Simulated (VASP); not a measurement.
# Mg (Pm-3m) in VASP: further runs, part 2 of 2

VASP 6.6.1. The steps go on from the part before.

## Step 5: Single point, r2SCAN (25.76 Å³/atom)

This run uses another cell than the first one, of 25.76 Å³/atom.

The input, POSCAR:

```
Mg
1.0
    2.9532246413      0.0000000000      0.0000000000
    0.0000000000      2.9532246413      0.0000000000
    0.0000000000      0.0000000000      2.9532246413
Mg
1
Direct
    0.0000000000      0.0000000000      0.0000000000
```

The input, INCAR.step1:

```
PREC = Accurate ; ENCUT = 520
ISMEAR = -1 ; SIGMA = 0.1
LREAL = F ; LASPH = T
NELM = 80 ; NBANDS = 7
GGA = PE ; ALGO = Normal
EDIFF = 1E-4 ; LWAVE = T
LCHARG = F
```

The input, INCAR.step2:

```
PREC = Accurate ; ENCUT = 520
EDIFF = 1E-7 ; ISMEAR = -1
SIGMA = 0.1 ; LREAL = F
LASPH = T ; NELM = 80
ALGO = Normal ; ISIF = 2
LWAVE = F ; LCHARG = F
METAGGA = R2SCAN ; LMIXTAU = T
NBANDS = 7 ; ISTART = 1
```

The input, KPOINTS:

```
regular mesh
0
Gamma
  12 12 12
```

Potentials or basis: VASP PAW PBE potentials, release 64 (Mg).

Started as:

```console
cat potpaw_PBE.64/Mg/POTCAR > POTCAR
cp INCAR.step1 INCAR
mpirun -np 1 vasp_std > vasp.out
cp INCAR.step2 INCAR
mpirun -np 1 vasp_std > vasp.out
```

OUTCAR:

```text
PREC = Accurate
   ENCUT = 520
   EDIFF = 1E-7
   ISMEAR = -1
   LREAL = F
   LASPH = T
   NELM = 80
   ISIF = 2
   METAGGA = R2SCAN
   ISTART = 1

 ion  position               nearest neighbor table
   1  0.000  0.000  0.000-

  LATTYP: Found a simple cubic cell.
 ALAT       =     2.9532246413

  Lattice vectors:

 A1 = (   2.9532246413,   0.0000000000,   0.0000000000)
 A2 = (   0.0000000000,   2.9532246413,   0.0000000000)
 A3 = (   0.0000000000,   0.0000000000,   2.9532246413)

Analysis of symmetry for initial positions (statically):
=====================================================================
 Subroutine PRICEL returns:
 Original cell was already a primitive cell.

 Routine SETGRP: Setting up the symmetry group for a
 simple cubic supercell.

 Subroutine GETGRP returns: Found 48 space group operations
 (whereof 48 operations were pure point group operations)
 out of a pool of 48 trial point group operations.

The static configuration has the point symmetry O_h .

Analysis of symmetry for dynamics (positions and initial velocities):
=====================================================================
 Subroutine PRICEL returns:
 Original cell was already a primitive cell.

 Routine SETGRP: Setting up the symmetry group for a
 simple cubic supercell.

 Subroutine GETGRP returns: Found 48 space group operations
 (whereof 48 operations were pure point group operations)
 out of a pool of 48 trial point group operations.

The dynamic configuration has the point symmetry O_h .

 Subroutine INISYM returns: Found 48 space group operations
 (whereof 48 operations are pure point group operations),
 and found     1 'primitive' translations

----------------------------------------------------------------------------------------

                                     Primitive cell

  volume of cell :      25.7567

  direct lattice vectors                    reciprocal lattice vectors
     2.953224641  0.000000000  0.000000000     0.338612913  0.000000000  0.000000000
     0.000000000  2.953224641  0.000000000     0.000000000  0.338612913  0.000000000
     0.000000000  0.000000000  2.953224641     0.000000000  0.000000000  0.338612913

  length of vectors
     2.953224641  2.953224641  2.953224641     0.338612913  0.338612913  0.338612913

  position of ions in fractional coordinates (direct lattice)
     0.000000000  0.000000000  0.000000000

  ion indices of the primitive-cell ions
   primitive index   ion index
                 1           1

----------------------------------------------------------------------------------------

 KPOINTS: regular mesh

Automatic generation of k-mesh.
 Grid dimensions read from file:
 generate k-points for:   12   12   12

 Generating k-lattice:

  Cartesian coordinates                     Fractional coordinates (reciprocal lattice)
     0.028217743  0.000000000  0.000000000     0.083333333  0.000000000  0.000000000
     0.000000000  0.028217743  0.000000000     0.000000000  0.083333333  0.000000000
     0.000000000  0.000000000  0.028217743     0.000000000  0.000000000  0.083333333

  Length of vectors
     0.028217743  0.028217743  0.028217743

  Shift w.r.t. Gamma in fractional coordinates (k-lattice)
     0.000000000  0.000000000  0.000000000

 Subroutine IBZKPT returns following result:
 ===========================================

 Found     84 irreducible k-points:

 Following reciprocal coordinates:
            Coordinates               Weight
  0.000000  0.000000  0.000000      1.000000
  0.083333  0.000000  0.000000      6.000000
  0.166667  0.000000  0.000000      6.000000
  0.250000  0.000000  0.000000      6.000000
  0.333333  0.000000  0.000000      6.000000
  0.416667  0.000000  0.000000      6.000000
[... 16 lines left out ...]
  0.333333  0.333333  0.000000     12.000000
  0.416667  0.333333  0.000000     24.000000
 [... further k-points ...]
   k-points           NKPTS =     84   k-points in BZ     NKDIM =     84   number of bands    NBANDS=      7
   number of dos      NEDOS =    301   number of ions     NIONS =      1
   total plane-waves  NPLWV =  13824
   dimension x,y,z NGX =    24 NGY =   24 NGZ =   24
   dimension x,y,z NGXF=    48 NGYF=   48 NGZF=   48
   ions per type =               1
   NGX,Y,Z   is equivalent  to a cutoff of  13.51, 13.51, 13.51 a.u.
   NGXF,Y,Z  is equivalent  to a cutoff of  27.02, 27.02, 27.02 a.u.
 SYSTEM =  unknown system
   PREC   = accura    normal or accurate (medium, high low for compatibility)
   ISTART =      1    job   : 0-new  1-cont  2-samecut
   ICHARG =      0    charge: 1-file 2-atom 10-const
   ISPIN  =      1    spin polarized calculation?
   LNONCOLLINEAR =      F non collinear calculations
   LSORBIT =      F    spin-orbit coupling
   LASPH  =      T    aspherical Exc in radial PAW
   ENCUT  =  520.0 eV  38.22 Ry    6.18 a.u.   5.49  5.49  5.49*2*pi/ulx,y,z
   NELM   =     80;   NELMIN=  2; NELMDL=  0     # of ELM steps
   EDIFF  = 0.1E-06   stopping-criterion for ELM
   LREAL  =      F    real-space projection
   EDIFFG = 0.1E-05   stopping-criterion for IOM
   NSW    =      0    number of steps for IOM
   IBRION =     -1    ionic relax: 0-MD 1-quasi-New 2-CG
   NFREE  =      0    steps in history (QN), initial steepest desc. (CG)
   ISIF   =      2    stress and relaxation
   ISYM   =      2    0-nonsym 1-usesym 2-fastsym
   POTIM  = 0.5000    time-step for ionic-motion
   TEBEG  =    0.0;   TEEND  =   0.0 temperature during run
   PSTRESS=    0.0 pullay stress
   NELECT =       2.0000    total number of electrons
   NUPDOWN=      -1.0000    fix difference up-down
   EMIN   =  10.00;   EMAX   =-10.00  energy-range for DOS
   EFERMI =   0.00;   METHOD = LEGACY
   ISMEAR =    -1;   SIGMA  =   0.10  broadening in eV -4-tet -1-fermi 0-gaus
   EFERMI_NEDOS =   21; number of points for ismear=-14 and -15
   IALGO  =     38    algorithm
   IMIX   =      4    mixing-type and parameters
     AMIX     =   0.40;   BMIX     =  1.00
     AMIX_MAG =   1.60;   BMIX_MAG =  1.00
  volume/ion in A,a.u.               =      25.76       173.81
  Fermi-wavevector in a.u.,A,eV,Ry     =   0.698428  1.319838  6.636946  0.487802
  Thomas-Fermi vector in A             =   1.782029
   LORBIT       =      0    0 simple, 1 ext, 2 COOP (PROOUT), +10 PAW based schemes
   METAGGA = R2SCAN    functional components
   LHFCALC =     F    Hartree Fock is set to
   AEXX    =    0.0000 exact exchange contribution
   IVDW    =     0    specifies the selected vdW correction
   LEPSILON=     F    determine dielectric tensor
   LRPA    =     F    only Hartree local field effects (RPA)
 non-spin polarized calculation
  energy-cutoff  :      520.00
  volume of cell :       25.76
 maximum number of plane-waves:       739
 NGX is ok and might be reduce to    24
   NGX = 11   NGY = 11   NGZ = 11

 number of electron       2.0000000 magnetization

 Free energy of the ion-electron system (eV)
  ---------------------------------------------------
  ext. energy  EPLUGINS =         0.00000000
  ---------------------------------------------------
  free energy    TOTEN  =        -3.68984456 eV

  energy without entropy =       -3.67509656  energy(sigma->0) =       -3.68247056

 E-fermi :   1.9592     XC(G=0):  -8.6844

 val. band max:        1.8656289792   @ k =   0.5000   0.2500   0.2500
 cond. band min:       2.0616156029   @ k =   0.5000   0.3333   0.1667
 fundamental gap:      0.1959866238
 Fermi energy:         1.9592019936

 k-point     1 :       0.0000    0.0000    0.0000
  band No.  band energies     occupation
      1      -4.8927      2.00000
      2      10.9458      0.00000
      3      10.9458      0.00000
      4      12.7759      0.00000
      5      12.7759      0.00000
      6      12.7759      0.00000
      7      18.0401      0.00000

 k-point     2 :       0.0833    0.0000    0.0000
  band No.  band energies     occupation
      1      -4.7638      2.00000
      2       9.4052      0.00000
      3      11.0596      0.00000
      4      12.8825      0.00000
      5      12.8825      0.00000
      6      13.9968      0.00000
      7      18.6526      0.00000
[... 201 lines left out ...]
 k-point    23 :       0.3333    0.3333    0.0000
  band No.  band energies     occupation
      1      -0.8431      2.00000
      2       4.3883      0.00000
      3       5.7156      0.00000
      4      10.6889      0.00000
      5      16.1643      0.00000
      6      17.7305      0.00000
      7      20.3261      0.00000

 k-point    24 :       0.4167    0.3333    0.0000
  band No.  band energies     occupation
      1       0.2667      2.00000
      2       3.1128      0.00002
      3       6.2717      0.00000
      4       9.0011      0.00000
      5      17.0903      0.00000
      6      18.7870      0.00000
      7      19.3972      0.00000

 [... further k-points ...]
[... 5 lines left out ...]
  --------------------------------------------------------------------------------------
  -------------------------------------------------------------------------------------
  Total        0.1554897      0.1554897      0.1554897      0.0000000     -0.0000000     -0.0000000
  in kB        9.6721419      9.6721419      9.6721419      0.0000000     -0.0000000     -0.0000000
  external PRESSURE =       9.6721419 kB  Pullay stress =       0.0000000 kB

 VOLUME and BASIS-vectors are now :
 -----------------------------------------------------------------------------
  energy-cutoff  :      520.00
  volume of cell :       25.76
      direct lattice vectors                 reciprocal lattice vectors
     2.953224641  0.000000000  0.000000000     0.338612913  0.000000000  0.000000000
     0.000000000  2.953224641  0.000000000     0.000000000  0.338612913  0.000000000
     0.000000000  0.000000000  2.953224641     0.000000000  0.000000000  0.338612913

 POSITION                                       TOTAL-FORCE (eV/Angst)
 -----------------------------------------------------------------------------------
      0.00000      0.00000      0.00000         0.000000      0.000000      0.000000
 -----------------------------------------------------------------------------------
    total drift:                                0.000000     -0.000000      0.000000

  FREE ENERGIE OF THE ION-ELECTRON SYSTEM (eV)
  ---------------------------------------------------
  free  energy   TOTEN  =        -3.6898445575 eV

  energy  without entropy=       -3.6750965561  energy(sigma->0) =       -3.68247056
```

It took 17 s on 1 thread of Intel Xeon 6975P-C (Granite Rapids), shared host; peak memory 0.15 GiB.

Results:

```yaml
Free_energy: -3.6898 eV
Pressure: 1.0 GPa
Band_gap_on_the_k_mesh: zero (bands 1 and 2 overlap by 7.56 eV)
```

Caveat: the PAW data sets were made with another functional, which shifts forces and pressure a little.

## Step 6: Summary

| cell | k mesh | gap on the mesh (eV) | pressure (GPa) |
| --- | --- | --- | --- |
| a = 2.994 Å, 1 atom | 11 × 11 × 11 | none | -0.1 |
| a = 2.869 Å, 1 atom | 12 × 12 × 12 | none | 3.9 |
| a = 2.912 Å, 1 atom | 12 × 12 × 12 | none | 2.3 |
| a = 2.953 Å, 1 atom | 12 × 12 × 12 | none | 1.0 |

Alike in all rows: task single point; level r2SCAN; potentials or basis VASP PAW PBE potentials, release 64 (Mg); no spin polarisation; cutoff (eV) 520; smearing fermi-dirac 0.1 eV.

Caveats: the PAW data sets were made with another functional, which shifts forces and pressure a little; the cell stands under pressure (at least some runs).

Total energies depend on the potentials used, so only differences within one code and one set of settings carry meaning.
